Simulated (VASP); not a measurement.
ZnF2: single point with r2SCAN

ZnF2:

```
Zn F
1.0
     4.74953    0.00000    0.00000
     0.00000    4.74953    0.00000
     0.00000    0.00000    3.09832
Zn F
2 4
Direct
  0.50000 0.50000 0.50000
  0.00000 0.00000 0.00000
  0.69677 0.69677 0.00000
  0.80323 0.19677 0.50000
  0.30323 0.30323 0.00000
  0.19677 0.80323 0.50000
```

* Program: VASP 6.6.1
* Task: single point
* Functional: r2SCAN
* Potentials or basis: VASP PAW PBE potentials, release 64 (Zn, F)
* Cutoff: 660 eV
* k mesh: 6 × 6 × 8
* Occupations: gaussian, width 0.02 eV
* Spin: no spin polarisation
* Dipole correction: no
* Further INCAR settings: ALGO = Normal; EDIFF = 1e-06; NBANDS = 35

* Pressure: -0.6 GPa
* Largest force: 0.021 eV/Å
* Band gap on the k mesh: 4.24 eV

Forces in eV/Å, atoms in the order of the input:
```
Zn   0.000  0.000  0.000
Zn   0.000  0.000  0.000
F    0.015  0.015  0.000
F   -0.015  0.015  0.000
F   -0.015 -0.015  0.000
F    0.015 -0.015  0.000
```

Stress tensor (GPa, compression positive):
```
-1.14  0.00  0.00
 0.00 -1.14  0.00
 0.00  0.00  0.58
```

Levels at points of the mesh, in eV from the valence-band top:
| k point | band 24 | band 25 | band 26 | band 27 | band 28 | band 29 |
| --- | --- | --- | --- | --- | --- | --- |
| (0.00, 0.00, 0.00) | -0.31 | -0.31 | 0.00 | 4.24 | 10.26 | 10.50 |
| (0.50, 0.00, 0.00) | -0.66 | -0.38 | -0.38 | 6.83 | 6.83 | 11.44 |
| (0.50, 0.50, 0.00) | -1.31 | -0.32 | -0.32 | 7.80 | 7.80 | 9.91 |
| (0.00, 0.00, 0.50) | -1.28 | -1.14 | -1.14 | 9.18 | 9.18 | 12.72 |
| (0.50, 0.00, 0.50) | -1.36 | -0.05 | -0.05 | 9.71 | 9.71 | 11.16 |
| (0.50, 0.50, 0.50) | -1.14 | -0.81 | -0.81 | 9.02 | 9.02 | 12.26 |

Wall time 12 min on 1 thread of Oxide Virtual Turin-like Processor, with other jobs on the host, peak memory 0.27 GiB.

Caveat: the PAW data sets were made with another functional, which shifts forces and pressure a little. A k mesh can miss the band edges.
